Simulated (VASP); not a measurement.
Wanted: the native input for a VASP 6.6.1 run.

```
Task                   : single point
Functional             : PBE
Potentials or basis    : VASP PAW PBE potentials, release 64 (Zr_sv, Ti_sv, C)
Cutoff                 : 520 eV
k mesh                 : 4 × 4 × 4
Occupations            : gaussian, width 0.1 eV
Spin                   : no spin polarisation
Dipole correction      : no
Further INCAR settings : ALGO = Normal; EDIFF = 1e-07; NBANDS = 42
```

The structure of Zr3TiC4 lies in POSCAR:

```
Zr3TiC4
1.0
    4.6313393924      0.0000000000      0.0000000000
    0.0000000000      4.6313393924      0.0000000000
    0.0000000000      0.0000000000      4.6313393924
Zr Ti C
3 1 4
Direct
    0.5000000000      0.0000000000      0.5000000000
    0.0000000000      0.5000000000      0.5000000000
    0.5000000000      0.5000000000      0.0000000000
    0.0000000000      0.0000000000      0.0000000000
    0.5000000000      0.5000000000      0.5000000000
    0.0000000000      0.5000000000      0.0000000000
    0.5000000000      0.0000000000      0.0000000000
    0.0000000000      0.0000000000      0.5000000000
```

The input as run:

INCAR

```
SYSTEM = Zr3TiC4
PREC = Accurate
ENCUT = 520
EDIFF = 1E-7
ISMEAR = 0
SIGMA = 0.1
LREAL = .FALSE.
LASPH = .TRUE.
NELM = 100
ALGO = Normal
ISIF = 2
LWAVE = .FALSE.
LCHARG = .FALSE.
GGA = PE
NBANDS = 42
```

KPOINTS

```
regular mesh
0
G
  4 4 4
  0 0 0
```

Potentials or basis: VASP PAW PBE potentials, release 64 (Zr_sv, Ti_sv, C).

The run is started by

```bash
$ cat potpaw_PBE.64/Zr_sv/POTCAR potpaw_PBE.64/Ti_sv/POTCAR potpaw_PBE.64/C/POTCAR > POTCAR
$ mpirun -np 1 vasp_std > vasp.out
```

It gave:

```yaml
Pressure: 0.1 GPa
Band_gap_on_the_k_mesh: zero (bands 32 and 33 overlap by 0.57 eV)
```

It took 54 s on 1 thread of Intel(R) Xeon(R) Platinum 8259CL CPU @ 2.50GHz (Skylake/Cascade Lake), on a shared host, peak memory 0.21 GiB.
